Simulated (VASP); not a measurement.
Here is a VASP 6.6.1 calculation.

Contents of INCAR:

```
PREC     = Accurate       # precision mode
ENCUT    = 520            # plane-wave cutoff, eV
EDIFF    = 1E-6           # SCF threshold, eV
ISMEAR   = -1             # smearing method
SIGMA    = 0.05           # smearing width, eV
LREAL    = False          # projectors in reciprocal space
LASPH    = True           # aspherical terms in the spheres
NELM     = 60             # most SCF steps
ALGO     = Fast           # electronic algorithm
ISIF     = 2              # what is computed and relaxed
LWAVE    = False          # write WAVECAR
LCHARG   = True           # write CHGCAR
GGA      = PE             # functional
LELF     = True           # ELF
LVHAR    = True         
NBANDS   = 30             # bands
```

Contents of KPOINTS:

```
regular mesh
0
Gamma
  9 9 9
```

The input POSCAR:

```
Ga3Sb
1.0
   -2.1443099795      2.1443099795      4.7285334803
    2.1443099795     -2.1443099795      4.7285334803
    2.1443099795      2.1443099795     -4.7285334803
Sb Ga
1 3
Direct
    0.0000000000      0.0000000000      0.0000000000
    0.5000000000      0.5000000000      0.0000000000
    0.2500000000      0.7500000000      0.5000000000
    0.7500000000      0.2500000000      0.5000000000
```

Potentials or basis: VASP PAW PBE potentials, release 64 (Sb, Ga_d).

The run is started by

```console
$ cat potpaw_PBE.64/Sb/POTCAR potpaw_PBE.64/Ga_d/POTCAR > POTCAR
$ mpirun -np 1 vasp_std > vasp.out
```

(1) Estimate the pressure.

(2) Estimate the band gap on the k mesh.

## Answers

(1) 0.3 GPa.

(2) zero (bands 22 and 23 overlap by 3.64 eV).

Caveat: spin-orbit coupling is left out, which moves the levels of the heavy elements.
